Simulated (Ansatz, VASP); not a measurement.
# Two plane-wave programs on Pd

```xyz
1
Lattice="0.0000 1.8119 1.8119 1.8119 0.0000 1.8119 1.8119 1.8119 0.0000" Properties=species:S:1:pos:R:3 pbc="T T T"
Pd    0.0000    0.0000    0.0000
```

Alike in both runs: task relaxation of cell and atoms; functional PBE; k mesh 19 × 19 × 19; occupations fermi-dirac, width 0.08 eV; no spin polarisation.

|  | VASP | Ansatz |
| --- | --- | --- |
| version | VASP 6.6.1 | Ansatz 0.2.0 |
| potentials or method | VASP PAW PBE potentials, release 64 (Pd) | PAW with Ansatz's default frozen-core files, scalar-relativistic |
| plane-wave cutoff (eV) | 600 | 420 |
| valence electrons in the cell | 10 | 18 |

|  | VASP | Ansatz | Ansatz less VASP |
| --- | --- | --- | --- |
| relaxed volume (Å³/atom) | 15.33 | 15.35 | +0.025 |
| relaxed cell length with the largest relative difference (Å) | 2.788 | 2.790 | +0.0015 |

VASP's potentials hold 10 valence electrons a cell and Ansatz's 18, so a difference there can come from the potentials and not from the codes.

Noted on VASP's run: the volume moved by over 15 % at a fixed basis, so the end points are rough.
